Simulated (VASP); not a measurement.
# SiC in VASP: further runs, part 2 of 2

VASP 6.6.1.

## (4) Single point, PBEsol (equal xy, yz and zx engineering shears of +0.5 %)

Contents of INCAR:

```
  PREC = Accurate
  ENCUT = 520
  EDIFF = 1E-6
  ISMEAR = 0
  SIGMA = 0.01
  LREAL = F
  LASPH = T
  NELM = 60
  ALGO = Normal
  ISIF = 2
  LWAVE = F
  LCHARG = T
  GGA = PS
  LELF = T
  LVHAR = T
  NBANDS = 11
```

Contents of KPOINTS:

```
regular mesh
0
Gamma
  10 10 10
```

Contents of POSCAR:

```
SiC
1.0
    0.0108920594      2.1838579002      2.1838579002
    2.1838579002      0.0108920594      2.1838579002
    2.1838579002      2.1838579002      0.0108920594
Si C
1 1
Direct
   -0.0002484483     -0.0002484483     -0.0002484483
    0.7502484483      0.7502484483      0.7502484483
```

Potentials or basis: VASP PAW PBE potentials, release 64 (Si, C).

On the command line:

```bash
$ cat potpaw_PBE.64/Si/POTCAR potpaw_PBE.64/C/POTCAR > POTCAR
$ mpirun -np 1 vasp_std > vasp.out
```

OUTCAR:

```text
PREC = Accurate
   ENCUT = 520
   EDIFF = 1E-6
   ISMEAR = 0
   LREAL = F
   LASPH = T
   NELM = 60
   ISIF = 2
   GGA = PS

 ion  position               nearest neighbor table
   1  1.000  1.000  1.000-   2 1.88   2 1.88   2 1.88   2 1.89
   2  0.750  0.750  0.750-   1 1.88   1 1.88   1 1.88   1 1.89

  LATTYP: Found a trigonal (rhomboedric) cell.
 ALAT       =     3.0884606673
 COS(alpha) =     0.5049812504

  Lattice vectors:

 A1 = (   0.0108920594,   2.1838579002,   2.1838579002)
[... 521 lines left out ...]

------------------------ aborting loop because EDIFF is reached ----------------------------------------

  FORCE on cell =-STRESS in cart. coord.  units (eV):
  Direction    XX          YY          ZZ          XY          YZ          ZX
  --------------------------------------------------------------------------------------
  -------------------------------------------------------------------------------------
  Total        0.0470853      0.0470853      0.0470853     -0.1582349     -0.1582349     -0.1582349
  in kB        3.6488347      3.6488347      3.6488347    -12.2622755    -12.2622755    -12.2622755
  external PRESSURE =       3.6488347 kB  Pullay stress =       0.0000000 kB

 VOLUME and BASIS-vectors are now :
 -----------------------------------------------------------------------------
  energy-cutoff  :      520.00
  volume of cell :       20.67
      direct lattice vectors                 reciprocal lattice vectors
     0.010892059  2.183857900  2.183857900    -0.230672646  0.229527869  0.229527869
     2.183857900  0.010892059  2.183857900     0.229527869 -0.230672646  0.229527869
     2.183857900  2.183857900  0.010892059     0.229527869  0.229527869 -0.230672646

 POSITION                                       TOTAL-FORCE (eV/Angst)
 -----------------------------------------------------------------------------------
      4.37752      4.37752      4.37752        -0.000512     -0.000512     -0.000512
      3.28504      3.28504      3.28504         0.000512      0.000512      0.000512
 -----------------------------------------------------------------------------------
    total drift:                                0.000009      0.000009      0.000009

  FREE ENERGIE OF THE ION-ELECTRON SYSTEM (eV)
  ---------------------------------------------------
  free  energy   TOTEN  =       -15.9137689249 eV

  energy  without entropy=      -15.9137689249  energy(sigma->0) =      -15.91376892
```

stdout:

```text
POSCAR found type information on POSCAR SiC
 POSCAR found :  2 types and       2 ions
 scaLAPACK will be used
 -----------------------------------------------------------------------------
|                                                                             |
|                                                                             |
|     You enforced a specific xc type in the INCAR file but a different       |
|     I HOPE YOU KNOW WHAT YOU ARE DOING!                                     |
|                                                                             |
 -----------------------------------------------------------------------------

 LDA part: xc-table for (Slater+PW92), standard interpolation
 POSCAR, INCAR and KPOINTS ok, starting setup
 FFT: planning ... GRIDC
 FFT: planning ... GRID_SOFT
 FFT: planning ... GRID
 WAVECAR not read
 entering main loop
```

Run time: 9.5 s. Hardware: 1 thread of Intel Xeon Platinum 8488C (Sapphire Rapids), shared host; peak memory 0.14 GiB.

Results:

```
Free energy            : -15.9138 eV
Pressure               : 0.4 GPa
Band gap on the k mesh : 1.21 eV, indirect (least direct gap 4.40 eV)
```

Caveat: the cell differs from its parent crystal (equal xy, yz and zx engineering shears of +0.5 %); the PAW data sets were made with another functional, which shifts forces and pressure a little. A k mesh can miss the band edges.

## (5) Single point, PBEsol (atom 1 moved by [0.01, 0.01, 0.01] A)

Contents of INCAR:

```
PREC     = Accurate       # precision mode
ENCUT    = 520            # plane-wave cutoff, eV
EDIFF    = 1E-6           # SCF threshold, eV
ISMEAR   = 0              # smearing method
SIGMA    = 0.01           # smearing width, eV
LREAL    = F              # projectors in reciprocal space
LASPH    = T              # aspherical terms in the spheres
NELM     = 80             # most SCF steps
ALGO     = Normal         # electronic algorithm
ISIF     = 2              # what is computed and relaxed
LWAVE    = F              # write WAVECAR
LCHARG   = F              # write CHGCAR
GGA      = PS             # functional
NBANDS   = 11             # bands
```

KPOINTS is that of step 4.

Contents of POSCAR:

```
SiC
1.0
    0.0000000000      2.1784118705      2.1784118705
    2.1784118705      0.0000000000      2.1784118705
    2.1784118705      2.1784118705      0.0000000000
Si C
1 1
Direct
    0.0022952501      0.0022952501      0.0022952501
    0.7500000000      0.7500000000      0.7500000000
```

Potentials or basis: VASP PAW PBE potentials, release 64 (Si, C).

On the command line:

```bash
$ cat potpaw_PBE.64/Si/POTCAR potpaw_PBE.64/C/POTCAR > POTCAR
$ mpirun -np 1 vasp_std > vasp.out
```

OUTCAR:

```text
PREC = Accurate
   ENCUT = 520
   EDIFF = 1E-6
   ISMEAR = 0
   LREAL = F
   LASPH = T
   NELM = 80
   ISIF = 2
   GGA = PS

 ion  position               nearest neighbor table
   1  0.002  0.002  0.002-   2 1.88   2 1.88   2 1.88   2 1.90
   2  0.750  0.750  0.750-   1 1.88   1 1.88   1 1.88   1 1.90

  LATTYP: Found a face centered cubic cell.
 ALAT       =     4.3568237410

  Lattice vectors:

 A1 = (   0.0000000000,   2.1784118705,   2.1784118705)
 A2 = (   2.1784118705,   0.0000000000,   2.1784118705)
 A3 = (   2.1784118705,   2.1784118705,   0.0000000000)

Analysis of symmetry for initial positions (statically):
=====================================================================
 Subroutine PRICEL returns:
 Original cell was already a primitive cell.

 Routine SETGRP: Setting up the symmetry group for a
 face centered cubic supercell.

 Subroutine GETGRP returns: Found  6 space group operations
 (whereof  6 operations were pure point group operations)
 out of a pool of 48 trial point group operations.

The static configuration has the point symmetry C_3v.

Analysis of symmetry for dynamics (positions and initial velocities):
=====================================================================
 Subroutine PRICEL returns:
 Original cell was already a primitive cell.

 Routine SETGRP: Setting up the symmetry group for a
 face centered cubic supercell.

 Subroutine GETGRP returns: Found  6 space group operations
 (whereof  6 operations were pure point group operations)
 out of a pool of 48 trial point group operations.

The dynamic configuration has the point symmetry C_3v.

 Subroutine INISYM returns: Found  6 space group operations
 (whereof  6 operations are pure point group operations),
 and found     1 'primitive' translations

----------------------------------------------------------------------------------------

                                     Primitive cell

  volume of cell :      20.6752

  direct lattice vectors                    reciprocal lattice vectors
     0.000000000  2.178411871  2.178411871    -0.229525007  0.229525007  0.229525007
[... 117 lines left out ...]
 non-spin polarized calculation
 Gauss-broadening in eV      SIGMA  =   0.01
  energy-cutoff  :      520.00
  volume of cell :       20.68
 maximum number of plane-waves:       568
   NGX = 11   NGY = 11   NGZ = 11

 number of electron       8.0000001 magnetization

 Free energy of the ion-electron system (eV)
  ---------------------------------------------------
  ext. energy  EPLUGINS =         0.00000000
  ---------------------------------------------------
  free energy    TOTEN  =       -15.91213922 eV

  energy without entropy =      -15.91213922  energy(sigma->0) =      -15.91213922

 E-fermi :   8.3156     XC(G=0): -11.5084

 val. band max:        8.1594329850   @ k =   0.0000   0.0000   0.0000
 cond. band min:       9.2979788819   @ k =   0.5000   0.5000   0.0000
 fundamental gap:      1.1385458969
 Fermi energy:         8.3155963867

 k-point     1 :       0.0000    0.0000    0.0000
  band No.  band energies     occupation
      1      -7.3651      2.00000
      2       8.0181      2.00000
      3       8.0181      2.00000
      4       8.1594      2.00000
      5      14.2608      0.00000
      6      15.2769      0.00000
      7      15.3329      0.00000
      8      15.3329      0.00000
      9      22.5260      0.00000
     10      22.5260      0.00000
     11      24.3391      0.00000
[... 309 lines left out ...]
 k-point    24 :       0.5000    0.4000    0.5000
  band No.  band energies     occupation
      1      -3.7385      2.00000
      2      -0.1814      2.00000
      3       6.2273      2.00000
      4       6.6867      2.00000
      5      13.5694      0.00000
      6      14.9360      0.00000
      7      15.8160      0.00000
      8      18.7007      0.00000
      9      22.9267      0.00000
     10      25.1026      0.00000
     11      25.2408      0.00000

 [... further k-points ...]

------------------------ aborting loop because EDIFF is reached ----------------------------------------

  FORCE on cell =-STRESS in cart. coord.  units (eV):
  Direction    XX          YY          ZZ          XY          YZ          ZX
  --------------------------------------------------------------------------------------
  -------------------------------------------------------------------------------------
  Total        0.0502429      0.0502429      0.0502429     -0.0822520     -0.0822520     -0.0822520
  in kB        3.8934561      3.8934561      3.8934561     -6.3739300     -6.3739300     -6.3739300
  external PRESSURE =       3.8934561 kB  Pullay stress =       0.0000000 kB

 VOLUME and BASIS-vectors are now :
 -----------------------------------------------------------------------------
  energy-cutoff  :      520.00
  volume of cell :       20.68
      direct lattice vectors                 reciprocal lattice vectors
     0.000000000  2.178411871  2.178411871    -0.229525007  0.229525007  0.229525007
     2.178411871  0.000000000  2.178411871     0.229525007 -0.229525007  0.229525007
     2.178411871  2.178411871  0.000000000     0.229525007  0.229525007 -0.229525007

 POSITION                                       TOTAL-FORCE (eV/Angst)
 -----------------------------------------------------------------------------------
      0.01000      0.01000      0.01000        -0.185194     -0.185194     -0.185194
      3.26762      3.26762      3.26762         0.185194      0.185194      0.185194
 -----------------------------------------------------------------------------------
    total drift:                                0.000010      0.000010      0.000010

  FREE ENERGIE OF THE ION-ELECTRON SYSTEM (eV)
  ---------------------------------------------------
  free  energy   TOTEN  =       -15.9121392158 eV

  energy  without entropy=      -15.9121392158  energy(sigma->0) =      -15.91213922
```

OSZICAR:

```text
N       E                     dE             d eps       ncg     rms          rms(c)
DAV:   1     0.281791946041E+01    0.28179E+01   -0.39646E+03  2640   0.612E+02
DAV:   2    -0.171211494206E+02   -0.19939E+02   -0.18892E+02  3230   0.110E+02
DAV:   3    -0.177105853698E+02   -0.58944E+00   -0.58818E+00  3127   0.158E+01
DAV:   4    -0.177127817864E+02   -0.21964E-02   -0.21962E-02  2907   0.122E+00
DAV:   5    -0.177127916252E+02   -0.98389E-05   -0.98388E-05  3134   0.754E-02    0.875E+00
DAV:   6    -0.159918841391E+02    0.17209E+01   -0.60456E+00  2876   0.109E+01    0.394E+00
DAV:   7    -0.159267698872E+02    0.65114E-01   -0.37411E-01  3028   0.345E+00    0.177E+00
DAV:   8    -0.159123216006E+02    0.14448E-01   -0.21065E-02  2912   0.923E-01    0.164E-01
DAV:   9    -0.159120934755E+02    0.22813E-03   -0.17467E-03  3108   0.221E-01    0.110E-01
DAV:  10    -0.159121387712E+02   -0.45296E-04   -0.12517E-04  2882   0.705E-02    0.256E-02
DAV:  11    -0.159121389546E+02   -0.18334E-06   -0.12342E-05  3077   0.193E-02    0.587E-03
DAV:  12    -0.159121392158E+02   -0.26129E-06   -0.69286E-07  1705   0.514E-03
   1 F= -.15912139E+02 E0= -.15912139E+02  d E =-.691823-111
```

stdout:

```text
POSCAR found type information on POSCAR SiC
 POSCAR found :  2 types and       2 ions
 scaLAPACK will be used
 -----------------------------------------------------------------------------
|                                                                             |
|                                                                             |
|     You enforced a specific xc type in the INCAR file but a different       |
|     I HOPE YOU KNOW WHAT YOU ARE DOING!                                     |
|                                                                             |
 -----------------------------------------------------------------------------

 LDA part: xc-table for (Slater+PW92), standard interpolation
 POSCAR, INCAR and KPOINTS ok, starting setup
 FFT: planning ... GRIDC
 FFT: planning ... GRID_SOFT
 FFT: planning ... GRID
 WAVECAR not read
 entering main loop
```

Run time: 9.3 s. Hardware: 1 thread of Intel Xeon Platinum 8488C (Sapphire Rapids), shared host; peak memory 0.15 GiB.

Results:

```
Free energy            : -15.9121 eV
Pressure               : 0.4 GPa
Largest force          : 0.321 eV/Å
Band gap on the k mesh : 1.14 eV, indirect (least direct gap 4.42 eV)
```

Forces in eV/Å, atoms in the order of the input:
```
Si  -0.185 -0.185 -0.185
C    0.185  0.185  0.185
```

Stress tensor (GPa, compression positive):
```
 0.39 -0.64 -0.64
-0.64  0.39 -0.64
-0.64 -0.64  0.39
```

Levels at points of the mesh, in eV from the valence-band top:
| k point | band 1 | band 2 | band 3 | band 4 | band 5 | band 6 | band 7 | band 8 | band 9 |
| --- | --- | --- | --- | --- | --- | --- | --- | --- | --- |
| (0.00, 0.00, 0.00) | -15.52 | -0.14 | -0.14 | 0.00 | 6.10 | 7.12 | 7.17 | 7.17 | 14.37 |
| (0.50, 0.00, 0.00) | -11.91 | -8.72 | -1.20 | -1.08 | 5.28 | 6.99 | 7.13 | 9.82 | 15.92 |
| (0.50, 0.50, 0.50) | -11.94 | -8.64 | -1.18 | -1.18 | 5.29 | 7.02 | 7.02 | 9.83 | 15.95 |
| (0.50, 0.50, 0.00) | -10.45 | -7.93 | -3.33 | -3.28 | 1.14 | 4.11 | 13.87 | 13.87 | 14.60 |

Caveat: the cell differs from its parent crystal (atom 1 moved by [0.01, 0.01, 0.01] A); the PAW data sets were made with another functional, which shifts forces and pressure a little. A k mesh can miss the band edges.

## (6) Summary

| cell | gap on the mesh (eV) | pressure (GPa) |
| --- | --- | --- |
| a = 3.088, b = 3.088, c = 3.081 Å, angles 60.1, 60.1, 59.8°, 2 atoms | 1.21 | -0.7 |
| a = 3.073 Å, angles 60.3°, 2 atoms | 1.18 | 0.4 |
| a = 3.088 Å, angles 59.7°, 2 atoms | 1.21 | 0.4 |
| a = 3.081 Å, angles 60.0°, 2 atoms | 1.14 | 0.4 |

Alike in all rows: task single point; level PBEsol; potentials or basis VASP PAW PBE potentials, release 64 (Si, C); no spin polarisation; k mesh 10 × 10 × 10; cutoff (eV) 520; smearing gaussian 0.01 eV.

Caveats: the PAW data sets were made with another functional, which shifts forces and pressure a little.

Absolute energies hang on the potentials; compare differences alone.
